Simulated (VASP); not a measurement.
# Lu (Fd-3m) in VASP: notebook

Runs on Lu. Level: RPBE. Tasks: single point.

Everything below comes from runs of VASP 6.6.1. Logs are shortened: lines on timing, memory, paths and dates and some standing lists are left out, and cuts for length are marked.

### Step 1. The cell of the first run

It takes space group Fd-3m (No. 227, cubic). The conventional cell has a = 7.769 Å, b = 7.769 Å, c = 7.769 Å, α = 90.00°, β = 90.00°, γ = 90.00°. Lu (site symmetry -43m) has 4 Lu at 3.36 Å within 4.4 Å.

This isn't the form of Lu at room conditions, which is hcp.

### Step 2. Single point, RPBE (58.61 Å³/atom)

The input, INCAR:

```
SYSTEM = Lu
  PREC = Accurate
  ENCUT = 520
  EDIFF = 1E-6
  ISMEAR = -1
  SIGMA = 0.1
  LREAL = .FALSE.
  LASPH = .TRUE.
  NELM = 80
  ALGO = Normal
  ISIF = 2
  LWAVE = .FALSE.
  LCHARG = .FALSE.
  GGA = RP
  NBANDS = 32
```

The input, KPOINTS:

```
Automatic mesh
0
G
  8 8 8
  0 0 0
```

The input, POSCAR:

```
Lu
1.0
    0.0000000000      3.8843427053      3.8843427053
    3.8843427053      0.0000000000      3.8843427053
    3.8843427053      3.8843427053      0.0000000000
Lu
2
Direct
    0.1250000000      0.1250000000      0.1250000000
    0.8750000000      0.8750000000      0.8750000000
```

Potentials or basis: VASP PAW PBE potentials, release 64 (Lu).

Command:

```bash
> cat potpaw_PBE.64/Lu/POTCAR > POTCAR
> mpirun -np 1 vasp_std > vasp.out
```

OUTCAR:

```text
SYSTEM = Lu
   PREC = Accurate
   ENCUT = 520
   EDIFF = 1E-6
   ISMEAR = -1
   LREAL = .FALSE.
   LASPH = .TRUE.
   NELM = 80
   ISIF = 2
   GGA = RP

 ion  position               nearest neighbor table
   1  0.125  0.125  0.125-   2 3.36   2 3.36   2 3.36   2 3.36
   2  0.875  0.875  0.875-   1 3.36   1 3.36   1 3.36   1 3.36

  LATTYP: Found a face centered cubic cell.
 ALAT       =     7.7686854106

  Lattice vectors:

 A1 = (   0.0000000000,   3.8843427053,   3.8843427053)
 A2 = (   3.8843427053,   0.0000000000,   3.8843427053)
 A3 = (   3.8843427053,   3.8843427053,   0.0000000000)

Analysis of symmetry for initial positions (statically):
=====================================================================
 Subroutine PRICEL returns:
 Original cell was already a primitive cell.

 Routine SETGRP: Setting up the symmetry group for a
 face centered cubic supercell.

 Subroutine GETGRP returns: Found 48 space group operations
 (whereof 12 operations were pure point group operations)
 out of a pool of 48 trial point group operations.

The static configuration has the point symmetry D_3d.
 The point group associated with its full space group is O_h .

Analysis of symmetry for dynamics (positions and initial velocities):
=====================================================================
 Subroutine PRICEL returns:
 Original cell was already a primitive cell.

 Routine SETGRP: Setting up the symmetry group for a
 face centered cubic supercell.

 Subroutine GETGRP returns: Found 48 space group operations
 (whereof 12 operations were pure point group operations)
 out of a pool of 48 trial point group operations.

The dynamic configuration has the point symmetry D_3d.
 The point group associated with its full space group is O_h .

 Subroutine INISYM returns: Found 48 space group operations
 (whereof 12 operations are pure point group operations),
 and found     1 'primitive' translations

----------------------------------------------------------------------------------------

                                     Primitive cell

  volume of cell :     117.2148

  direct lattice vectors                    reciprocal lattice vectors
     0.000000000  3.884342705  3.884342705    -0.128721907  0.128721907  0.128721907
     3.884342705  0.000000000  3.884342705     0.128721907 -0.128721907  0.128721907
     3.884342705  3.884342705  0.000000000     0.128721907  0.128721907 -0.128721907

  length of vectors
     5.493290135  5.493290135  5.493290135     0.222952883  0.222952883  0.222952883

  position of ions in fractional coordinates (direct lattice)
     0.125000000  0.125000000  0.125000000
     0.875000000  0.875000000  0.875000000

  ion indices of the primitive-cell ions
   primitive index   ion index
                 1           1
                 2           2

----------------------------------------------------------------------------------------

 KPOINTS: Automatic mesh

Automatic generation of k-mesh.
 Grid dimensions read from file:
 generate k-points for:    8    8    8

 Generating k-lattice:

  Cartesian coordinates                     Fractional coordinates (reciprocal lattice)
    -0.016090238  0.016090238  0.016090238     0.125000000  0.000000000  0.000000000
     0.016090238 -0.016090238  0.016090238     0.000000000  0.125000000  0.000000000
     0.016090238  0.016090238 -0.016090238     0.000000000  0.000000000  0.125000000

  Length of vectors
     0.027869110  0.027869110  0.027869110

  Shift w.r.t. Gamma in fractional coordinates (k-lattice)
     0.000000000  0.000000000  0.000000000

 Subroutine IBZKPT returns following result:
 ===========================================

 Found     29 irreducible k-points:

 Following reciprocal coordinates:
            Coordinates               Weight
  0.000000  0.000000  0.000000      1.000000
  0.125000  0.000000  0.000000      8.000000
  0.250000  0.000000  0.000000      8.000000
  0.375000  0.000000  0.000000      8.000000
  0.500000  0.000000  0.000000      4.000000
  0.125000  0.125000  0.000000      6.000000
[... 16 lines left out ...]
  0.500000  0.250000  0.125000     48.000000
 -0.375000  0.250000  0.125000     24.000000
 [... further k-points ...]
   k-points           NKPTS =     29   k-points in BZ     NKDIM =     29   number of bands    NBANDS=     32
   number of dos      NEDOS =    301   number of ions     NIONS =      2
   total plane-waves  NPLWV =  74088
   dimension x,y,z NGX =    42 NGY =   42 NGZ =   42
   dimension x,y,z NGXF=    84 NGYF=   84 NGZF=   84
   ions per type =               2
   NGX,Y,Z   is equivalent  to a cutoff of  12.71, 12.71, 12.71 a.u.
   NGXF,Y,Z  is equivalent  to a cutoff of  25.42, 25.42, 25.42 a.u.
 SYSTEM =  Lu
   PREC   = accura    normal or accurate (medium, high low for compatibility)
   ISTART =      0    job   : 0-new  1-cont  2-samecut
   ICHARG =      2    charge: 1-file 2-atom 10-const
   ISPIN  =      1    spin polarized calculation?
   LNONCOLLINEAR =      F non collinear calculations
   LSORBIT =      F    spin-orbit coupling
   LASPH  =      T    aspherical Exc in radial PAW
   ENCUT  =  520.0 eV  38.22 Ry    6.18 a.u.  10.21 10.21 10.21*2*pi/ulx,y,z
   NELM   =     80;   NELMIN=  2; NELMDL= -5     # of ELM steps
   EDIFF  = 0.1E-05   stopping-criterion for ELM
   LREAL  =      F    real-space projection
   EDIFFG = 0.1E-04   stopping-criterion for IOM
   NSW    =      0    number of steps for IOM
   IBRION =     -1    ionic relax: 0-MD 1-quasi-New 2-CG
   NFREE  =      0    steps in history (QN), initial steepest desc. (CG)
   ISIF   =      2    stress and relaxation
   ISYM   =      2    0-nonsym 1-usesym 2-fastsym
   POTIM  = 0.5000    time-step for ionic-motion
   TEBEG  =    0.0;   TEEND  =   0.0 temperature during run
   PSTRESS=    0.0 pullay stress
   NELECT =      50.0000    total number of electrons
   NUPDOWN=      -1.0000    fix difference up-down
   EMIN   =  10.00;   EMAX   =-10.00  energy-range for DOS
   EFERMI =   0.00;   METHOD = LEGACY
   ISMEAR =    -1;   SIGMA  =   0.10  broadening in eV -4-tet -1-fermi 0-gaus
   EFERMI_NEDOS =   21; number of points for ismear=-14 and -15
   IALGO  =     38    algorithm
   IMIX   =      4    mixing-type and parameters
     AMIX     =   0.40;   BMIX     =  1.00
     AMIX_MAG =   1.60;   BMIX_MAG =  1.00
  volume/ion in A,a.u.               =      58.61       395.50
  Fermi-wavevector in a.u.,A,eV,Ry     =   1.232359  2.328821 20.663291  1.518709
  Thomas-Fermi vector in A             =   2.367132
   LORBIT       =      0    0 simple, 1 ext, 2 COOP (PROOUT), +10 PAW based schemes
   GGA     = RP    functional components
   LHFCALC =     F    Hartree Fock is set to
   AEXX    =    0.0000 exact exchange contribution
   IVDW    =     0    specifies the selected vdW correction
   LEPSILON=     F    determine dielectric tensor
   LRPA    =     F    only Hartree local field effects (RPA)
 non-spin polarized calculation
  energy-cutoff  :      520.00
  volume of cell :      117.21
 maximum number of plane-waves:      3180
 NGX is ok and might be reduce to    42
   NGX = 21   NGY = 21   NGZ = 21

 number of electron      50.0000028 magnetization

 Free energy of the ion-electron system (eV)
  ---------------------------------------------------
  ext. energy  EPLUGINS =         0.00000000
  ---------------------------------------------------
  free energy    TOTEN  =        -4.56187435 eV

  energy without entropy =       -4.37968048  energy(sigma->0) =       -4.47077741

 E-fermi :  -0.1575     XC(G=0):  -7.4621

 val. band max:       -0.1590157924   @ k =   0.1250   0.1250   0.0000
 cond. band min:      -0.1256953080   @ k =   0.5000   0.2500   0.1250
 fundamental gap:      0.0333204844
 Fermi energy:        -0.1575252387

 k-point     1 :       0.0000    0.0000    0.0000
  band No.  band energies     occupation
      1     -57.7723      2.00000
      2     -57.7455      2.00000
      3     -28.4449      2.00000
      4     -28.4449      2.00000
      5     -28.4449      2.00000
      6     -28.2770      2.00000
[... 24 lines left out ...]
     31       1.4101      0.00000
     32       3.9641      0.00000

 k-point     2 :       0.1250    0.0000    0.0000
  band No.  band energies     occupation
      1     -57.7715      2.00000
      2     -57.7463      2.00000
      3     -28.4473      2.00000
      4     -28.4473      2.00000
      5     -28.4436      2.00000
      6     -28.2787      2.00000
[... 24 lines left out ...]
     31       1.4122      0.00000
     32       3.9263      0.00000

 k-point     3 :       0.2500    0.0000    0.0000
  band No.  band energies     occupation
      1     -57.7695      2.00000
      2     -57.7483      2.00000
      3     -28.4530      2.00000
      4     -28.4530      2.00000
      5     -28.4402      2.00000
      6     -28.2828      2.00000
[... 24 lines left out ...]
     31       1.5019      0.00000
     32       3.7769      0.00000

 k-point     4 :       0.3750    0.0000    0.0000
  band No.  band energies     occupation
      1     -57.7669      2.00000
      2     -57.7509      2.00000
      3     -28.4583      2.00000
      4     -28.4583      2.00000
      5     -28.4368      2.00000
      6     -28.2871      2.00000
[... 24 lines left out ...]
     31       1.7689      0.00000
     32       3.4866      0.00000

 k-point     5 :       0.5000    0.0000    0.0000
  band No.  band energies     occupation
      1     -57.7656      2.00000
      2     -57.7522      2.00000
      3     -28.4604      2.00000
      4     -28.4604      2.00000
      5     -28.4353      2.00000
      6     -28.2890      2.00000
[... 584 lines left out ...]
     31       1.8376      0.00000
     32       1.8376      0.00000

 k-point    22 :       0.3750    0.2500    0.1250
  band No.  band energies     occupation
      1     -57.7676      2.00000
      2     -57.7502      2.00000
      3     -28.4652      2.00000
      4     -28.4594      2.00000
      5     -28.4222      2.00000
      6     -28.3013      2.00000
[... 24 lines left out ...]
     31       1.6367      0.00000
     32       3.1825      0.00000

 k-point    23 :       0.5000    0.2500    0.1250
  band No.  band energies     occupation
      1     -57.7651      2.00000
      2     -57.7527      2.00000
      3     -28.4719      2.00000
      4     -28.4641      2.00000
      5     -28.4113      2.00000
      6     -28.3126      2.00000
[... 24 lines left out ...]
     31       1.9844      0.00000
     32       2.8092      0.00000

 k-point    24 :      -0.3750    0.2500    0.1250
  band No.  band energies     occupation
      1     -57.7636      2.00000
      2     -57.7542      2.00000
      3     -28.4742      2.00000
      4     -28.4663      2.00000
      5     -28.4062      2.00000
      6     -28.3179      2.00000
[... 24 lines left out ...]
     31       2.0093      0.00000
     32       2.9524      0.00000

 [... further k-points ...]
[... 5 lines left out ...]
  --------------------------------------------------------------------------------------
  -------------------------------------------------------------------------------------
  Total       -0.5655159     -0.5655159     -0.5655159      0.0000000     -0.0000000      0.0000000
  in kB       -7.7298807     -7.7298807     -7.7298807      0.0000000     -0.0000000      0.0000000
  external PRESSURE =      -7.7298807 kB  Pullay stress =       0.0000000 kB

 VOLUME and BASIS-vectors are now :
 -----------------------------------------------------------------------------
  energy-cutoff  :      520.00
  volume of cell :      117.21
      direct lattice vectors                 reciprocal lattice vectors
     0.000000000  3.884342705  3.884342705    -0.128721907  0.128721907  0.128721907
     3.884342705  0.000000000  3.884342705     0.128721907 -0.128721907  0.128721907
     3.884342705  3.884342705  0.000000000     0.128721907  0.128721907 -0.128721907

 POSITION                                       TOTAL-FORCE (eV/Angst)
 -----------------------------------------------------------------------------------
      0.97109      0.97109      0.97109         0.000000      0.000000      0.000000
      6.79760      6.79760      6.79760        -0.000000     -0.000000     -0.000000
 -----------------------------------------------------------------------------------
    total drift:                                0.000000      0.000000      0.000000

  FREE ENERGIE OF THE ION-ELECTRON SYSTEM (eV)
  ---------------------------------------------------
  free  energy   TOTEN  =        -4.5618743455 eV

  energy  without entropy=       -4.3796804760  energy(sigma->0) =       -4.47077741
```

It took 2.3 min on 1 thread of Oxide Virtual Turin-like, shared host; peak memory 0.26 GiB.

Results:

```
Free energy            : -4.5619 eV
Pressure               : -0.8 GPa
Band gap on the k mesh : zero (bands 25 and 26 overlap by 0.75 eV)
```

Levels at points of the mesh, in eV from the Fermi level:
```
           k point  band 23  band 24  band 25  band 26  band 27  band 28
(0.00, 0.00, 0.00)    -4.28     0.31     0.31     0.31     0.40     0.40
(0.50, 0.00, 0.00)    -2.94    -1.13     0.19     0.32     0.32     0.51
(0.50, 0.50, 0.00)    -1.77    -1.77    -0.39    -0.39     0.63     0.63
```

Caveat: the PAW data sets were made with another functional, which shifts forces and pressure a little; spin-orbit coupling is left out, which moves the levels of the heavy elements.

### Step 3. Single point, RPBE (60.78 Å³/atom)

This run uses another cell than the first one, of 60.78 Å³/atom.

The input, INCAR:

```
SYSTEM = Lu
PREC     = Accurate       ! precision mode
ENCUT    = 520            ! plane-wave cutoff, eV
EDIFF    = 1E-7           ! SCF threshold, eV
ISMEAR   = -1             ! smearing method
SIGMA    = 0.1            ! smearing width, eV
LREAL    = .FALSE.        ! projectors in reciprocal space
LASPH    = .TRUE.         ! aspherical terms in the spheres
NELM     = 60             ! most SCF steps
ALGO     = Normal         ! electronic algorithm
ISIF     = 2              ! what is computed and relaxed
LWAVE    = .FALSE.        ! write WAVECAR
LCHARG   = .FALSE.        ! write CHGCAR
GGA      = RP             ! functional
NBANDS   = 32             ! bands
```

KPOINTS is that of step 2.

The input, POSCAR:

```
Lu
1.0
    0.0000000000      3.9317174073      3.9317174073
    3.9317174073      0.0000000000      3.9317174073
    3.9317174073      3.9317174073      0.0000000000
Lu
2
Direct
    0.1250000000      0.1250000000      0.1250000000
    0.8750000000      0.8750000000      0.8750000000
```

Potentials or basis: VASP PAW PBE potentials, release 64 (Lu).

Command:

```bash
> cat potpaw_PBE.64/Lu/POTCAR > POTCAR
> mpirun -np 1 vasp_std > vasp.out
```

Wall time 2.7 min (1 thread of Oxide Virtual Turin-like, shared host); peak memory 0.26 GiB.

It converged, with:

```
Free energy            : -4.5358 eV
Pressure               : -1.2 GPa
Band gap on the k mesh : zero (bands 25 and 26 overlap by 0.69 eV)
```

Levels at points of the mesh, in eV from the Fermi level:
```
           k point  band 22  band 23  band 24  band 25  band 26  band 27  band 28  band 29
(0.00, 0.00, 0.00)    -6.23    -4.24     0.27     0.27     0.27     0.40     0.40     1.51
(0.50, 0.00, 0.00)    -6.23    -2.95    -1.16     0.18     0.32     0.32     0.47     0.47
(0.50, 0.50, 0.00)    -6.24    -1.82    -1.82    -0.36    -0.36     0.59     0.59     1.79
```

Caveat: the PAW data sets were made with another functional, which shifts forces and pressure a little; spin-orbit coupling is left out, which moves the levels of the heavy elements.

### Step 4. Single point, RPBE

This run uses another cell than the first one, of 54.27 Å³/atom.

The input, INCAR:

```
SYSTEM = Lu
  PREC = Accurate
  ENCUT = 520
  EDIFF = 1E-7
  ISMEAR = -1
  SIGMA = 0.1
  LREAL = .FALSE.
  LASPH = .TRUE.
  NELM = 80
  ALGO = Normal
  ISIF = 2
  LWAVE = .FALSE.
  LCHARG = .TRUE.
  GGA = RP
  LELF = .TRUE.
  LVHAR = .TRUE.
  NBANDS = 32
```

The input, KPOINTS:

```
regular mesh
0
G
  12 12 12
  0 0 0
```

The input, POSCAR:

```
Lu
1.0
    0.0000000000      3.7859623238      3.7859623238
    3.7859623238      0.0000000000      3.7859623238
    3.7859623238      3.7859623238      0.0000000000
Lu
2
Direct
    0.1250000000      0.1250000000      0.1250000000
    0.8750000000      0.8750000000      0.8750000000
```

Command:

```bash
> cat potpaw_PBE.64/Lu/POTCAR > POTCAR
> mpirun -np 1 vasp_std > vasp.out
```

It took 5.7 min on 1 thread of Oxide Virtual Turin-like, shared host; peak memory 0.35 GiB.

Results (log left out):

* Free energy: -4.5835 eV
* Pressure: 0.0 GPa
* Band gap on the k mesh: zero (bands 25 and 26 overlap by 0.94 eV)

Levels at points of the mesh, in eV from the Fermi level:
```
           k point  band 21  band 22  band 23  band 24  band 25  band 26  band 27  band 28
(0.00, 0.00, 0.00)    -6.01    -6.00    -4.37     0.38     0.38     0.38     0.40     0.40
(0.50, 0.00, 0.00)    -6.01    -6.01    -2.91    -1.07     0.22     0.32     0.32     0.59
(0.50, 0.50, 0.00)    -6.02    -6.02    -1.66    -1.66    -0.46    -0.46     0.73     0.73
```

Caveat: the PAW data sets were made with another functional, which shifts forces and pressure a little; spin-orbit coupling is left out, which moves the levels of the heavy elements.

### Step 5. The runs side by side

| cell | k mesh | gap on the mesh (eV) | pressure (GPa) |
| --- | --- | --- | --- |
| a = 5.493 Å, angles 60.0°, 2 atoms | 8 × 8 × 8 | none | -0.8 |
| a = 5.560 Å, angles 60.0°, 2 atoms | 8 × 8 × 8 | none | -1.2 |
| a = 5.354 Å, angles 60.0°, 2 atoms | 12 × 12 × 12 | none | 0.0 |

Alike in all rows: task single point; level RPBE; potentials or basis VASP PAW PBE potentials, release 64 (Lu); no spin polarisation; cutoff (eV) 520; smearing fermi-dirac 0.1 eV.

Caveats: the PAW data sets were made with another functional, which shifts forces and pressure a little; spin-orbit coupling is left out, which moves the levels of the heavy elements.

Total energies depend on the potentials used, so only differences within one code and one set of settings carry meaning.

The gap in the log of VASP goes by the Fermi energy; the results here count the filled bands.